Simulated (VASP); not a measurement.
A run of VASP 6.6.1:

File INCAR:

```
PREC = Accurate
ENCUT = 520
EDIFF = 1E-7
ISMEAR = 0
SIGMA = 0.02
LREAL = F
LASPH = T
NELM = 80
ALGO = Normal
ISIF = 2
LWAVE = F
LCHARG = F
LDIPOL = T
IDIPOL = 3
DIPOL = 0.5 0.5 0.500
GGA = PE
IVDW = 12
IBRION = 2
NSW = 60
EDIFFG = -0.01
```

File KPOINTS:

```
Automatic mesh
0
Gamma
  12 12 1
```

The input POSCAR:

```
WSe2
1.0
    3.4169416994      0.0000000000      0.0000000000
   -1.7084708497      2.9591583150      0.0000000000
    0.0000000000      0.0000000000     32.7374894635
Se W
2 1
Direct
    0.3333333333      0.6666666667      0.4485393955
    0.3333333333      0.6666666667      0.5514606045
    0.6666666667      0.3333333333      0.5000000000
```

Potentials or basis: VASP PAW PBE potentials, release 64 (Se, W_sv).

Launch:

```sh
$ cat potpaw_PBE.64/Se/POTCAR potpaw_PBE.64/W_sv/POTCAR > POTCAR
$ mpirun -np 1 vasp_std > vasp.out
```

Hardware: 1 thread of Oxide Virtual Turin-like Processor (shared host).

Task: Estimate the wall time of this run.

Result: Wall time 8.8 min on 1 thread of Oxide Virtual Turin-like Processor, with other jobs on the host, peak memory 0.52 GiB. Counts: scf iterations 54, k points 19, ion steps 3.
